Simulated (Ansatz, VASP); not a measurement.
# GaAs: VASP beside Ansatz

File POSCAR:

```
GaAs
1.0
    0.0000000000      2.9128332860      2.9128332860
    2.9128332860      0.0000000000      2.9128332860
    2.9128332860      2.9128332860      0.0000000000
Ga As
1 1
Direct
    0.0000000000      0.0000000000      0.0000000000
    0.2500000000      0.2500000000      0.2500000000
```

File INCAR.step1:

```
SYSTEM = GaAs
PREC = Accurate
ENCUT = 520
EDIFF = 1E-5
ISMEAR = -1
SIGMA = 0.05
LREAL = .FALSE.
LASPH = .TRUE.
NELM = 100
ALGO = Normal
ISIF = 2
LWAVE = .TRUE.
LCHARG = .FALSE.
GGA = PE
NBANDS = 16
```

File INCAR.step2:

```
SYSTEM = GaAs
PREC = Accurate
ENCUT = 520
EDIFF = 1E-6
ISMEAR = -1
SIGMA = 0.05
LREAL = .FALSE.
LASPH = .TRUE.
NELM = 100
ALGO = Normal
ISIF = 2
LWAVE = .FALSE.
LCHARG = .FALSE.
GGA = PE
LHFCALC = .TRUE.
HFSCREEN = 0.2079
PRECFOCK = Normal
ISTART = 1
NBANDS = 16
```

The input KPOINTS:

```
Automatic mesh
0
G
  4 4 4
  0 0 0
```

Input for Ansatz:

```yaml
crystal:
  lattice:
    - [0.0, 2.912833285983, 2.912833285983]
    - [2.912833285983, 0.0, 2.912833285983]
    - [2.912833285983, 2.912833285983, 0.0]
  atoms:
    - { symbol: Ga, position: [0.0, 0.0, 0.0] }
    - { symbol: As, position: [0.25, 0.25, 0.25] }
kpoints:
  mp_grid: { grid: [4, 4, 4] }
hamiltonian:
  xc: hse06
  pseudopotentials:
    kind: paw
    azcp:
      As: "pseudopotentials/pbe/paw/ansatz_paw_generated_hard_1/As.paw.azcp"
      Ga: "pseudopotentials/pbe/paw/ansatz_paw_generated_hard_1/Ga.paw.azcp"
scf:
  occupations: { method: fermi_dirac, width: 0.05 }
  convergence: { dr2_threshold: "1e-10 eV" }
  exx: { energy_threshold: "2e-8 eV", singularity: regularized }
output:
  forces: true
  stress: true
  eigenvalues: true
```

Alike in both runs: task single point; functional HSE06; k mesh 4 × 4 × 4; occupations fermi-dirac, width 0.05 eV; no spin polarisation.

|  | VASP | Ansatz |
| --- | --- | --- |
| version | VASP 6.6.1 | Ansatz 0.2.0 development build |
| potentials or method | VASP PAW PBE potentials, release 64 (Ga_d, As) | plane waves, PAW datasets (generated hard set |
| plane-wave cutoff (eV) | 520 | 700 |
| valence electrons in the cell | 18 | 36 |

Ansatz gave:

- gap on the k mesh at the Fermi level (eV): 0.73

Q: Which values does VASP return?

A: gap on the k mesh at the Fermi level (eV): 0.72.

With one functional, cell and mesh, what is left measures potentials, basis and numerics. VASP's potentials hold 18 valence electrons a cell and Ansatz's 36, so a difference there can come from the potentials and not from the codes.

The k mesh is coarse, so the values compare programs but aren't converged.
